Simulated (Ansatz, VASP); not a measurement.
Nb: VASP beside Ansatz

INCAR

```
SYSTEM = Nb
ALGO = Normal
EDIFF = 1E-6
ENCUT = 500
GGA = PE
GGA_COMPAT = .False.
ISIF = 2
ISMEAR = 0
LASPH = .True.
LCHARG = .False.
LREAL = .False.
LWAVE = .False.
NBANDS = 12
NELM = 120
PREC = Accurate
SIGMA = 0.05
```

KPOINTS

```
k-points
0
Gamma
  8 8 8
  0 0 0
```

File POSCAR:

```
Nb
1.0
    0.0000000000      2.1076182744      2.1076182744
    2.1076182744      0.0000000000      2.1076182744
    2.1076182744      2.1076182744      0.0000000000
Nb
1
Direct
    0.0000000000      0.0000000000      0.0000000000
```

Input for Ansatz:

```yaml
crystal:
  lattice:
    - [0.0, 2.1076182744, 2.1076182744]
    - [2.1076182744, 0.0, 2.1076182744]
    - [2.1076182744, 2.1076182744, 0.0]
  atoms:
    - { symbol: Nb, position: [0.0, 0.0, 0.0] }
basis:
  ecutwfc: 420
  ecutrho_ratio: 4
kpoints:
  mp_grid: { grid: [8, 8, 8] }
hamiltonian:
  xc: pbe
scf:
  occupations: { method: gaussian, width: 0.05 }
output:
  forces: true
  stress: true
  eigenvalues: true
```

Alike in both runs: task single point; functional PBE; k mesh 8 × 8 × 8; occupations gaussian, width 0.05 eV; no spin polarisation.

|  | VASP | Ansatz |
| --- | --- | --- |
| version | VASP 6.6.1 | Ansatz 0.2.0 |
| potentials or method | VASP PAW PBE potentials, release 64 (Nb_sv), cutoff 500 eV | scalar-relativistic, plane waves, PAW |
| valence electrons in the cell | 13 | 13 |

```tsv
	VASP	Ansatz	Ansatz less VASP
gap on the k mesh at the Fermi level (eV)	none	none	-
pressure (GPa)	-0.3	0.0	+0.32
```

A gap of «none» marks a metal or a gap that the smearing closes.
